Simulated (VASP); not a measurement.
Crystal: Mg.

```xyz
4
Lattice="3.1768 0.0000 0.0000 -1.5884 2.7512 0.0000 0.0000 0.0000 10.3189" Properties=species:S:1:pos:R:3 pbc="T T T"
Mg    1.5884    0.9171    7.7391
Mg    0.0000    0.0000    5.1594
Mg    0.0000    1.8341    2.5797
Mg    0.0000    0.0000    0.0000
```

- Program: VASP 6.6.1
- Task: relaxation of cell and atoms
- Functional: revPBE
- Potentials or basis: VASP PAW PBE potentials, release 64 (Mg)
- Cutoff: 600 eV
- k mesh: 10 × 10 × 3
- Occupations: fermi-dirac, width 0.05 eV
- Spin: no spin polarisation

At the start: pressure 1.7 GPa; volume 22.55 Å³/atom.

Task: Where does the relaxation end?

Result: Over 6 steps the energy falls by 6.1 meV/atom and the volume is 23.63 Å³/atom (+4.8 %); space group P6_3/mmc (No. 194, to 0.05 Å).

The path:
```
step  energy change (eV)  largest force (eV/Å)  pressure (GPa)  volume (Å³)
   1              0.0000                0.0000            1.70        90.19
   2             -0.0217                0.0000            0.40        93.34
   3             -0.0234                0.0000           -0.09        94.66
   4             -0.0234                0.0000           -0.06        94.57
   5             -0.0243                0.0000           -0.05        94.55
   6             -0.0245                0.0000           -0.04        94.53
```

Final structure:
```yaml
crystal:
  lattice:
    - [3.21021, 0.00000, 0.00000]
    - [-1.60510, 2.78012, 0.00000]
    - [0.00000, 0.00000, 10.59173]
  atoms:
    - { symbol: Mg, position: [0.66667, 0.33333, 0.75000] }
    - { symbol: Mg, position: [0.00000, 0.00000, 0.50000] }
    - { symbol: Mg, position: [0.33333, 0.66667, 0.25000] }
    - { symbol: Mg, position: [0.00000, 0.00000, 0.00000] }
```

Caveat: the PAW data sets were made with another functional, which shifts forces and pressure a little.
